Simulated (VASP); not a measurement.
**Ru: single point with LDA**

The system is Ru.

```
Ru
1.0
     4.06367    0.00000    0.00000
     0.00000    4.06367    0.00000
     0.00000    0.00000    4.06367
Ru
1
Cartesian
  2.0318 2.0318 2.0318
```

This isn't the form of Ru at room conditions, which is hcp.

* Program: VASP 6.6.1
* Task: single point
* Functional: LDA
* Potentials or basis: VASP PAW LDA potentials, release 64 (Ru_pv)
* Cutoff: 500 eV
* k mesh: 6 × 6 × 6
* Occupations: gaussian, width 0.05 eV
* Spin: no spin polarisation
* Dipole correction: no
* Further INCAR settings: ALGO = Normal; EDIFF = 1e-06; NBANDS = 13

```yaml
Pressure: -7.7 GPa
Band_gap_on_the_k_mesh: zero (bands 7 and 8 overlap by 0.31 eV)
```

Levels at points of the mesh, in eV from the Fermi level:
```tsv
k point	band 4	band 5	band 6	band 7	band 8	band 9	band 10	band 11
(0.00, 0.00, 0.00)	-1.60	-0.63	-0.63	0.12	0.12	0.12	7.71	7.71
(0.50, 0.00, 0.00)	-0.77	-0.56	-0.10	-0.10	0.14	1.05	1.82	9.32
(0.50, 0.50, 0.00)	-0.54	-0.53	-0.07	-0.07	0.28	2.49	3.36	3.36
(0.50, 0.50, 0.50)	-0.43	-0.43	-0.43	0.29	0.29	4.23	4.85	4.85
```

Run time: 10 s on 1 thread of Intel(R) Xeon(R) Platinum 8488C (Sapphire Rapids), on a shared host, peak memory 0.14 GiB.

Caveat: the cell stands under tension.
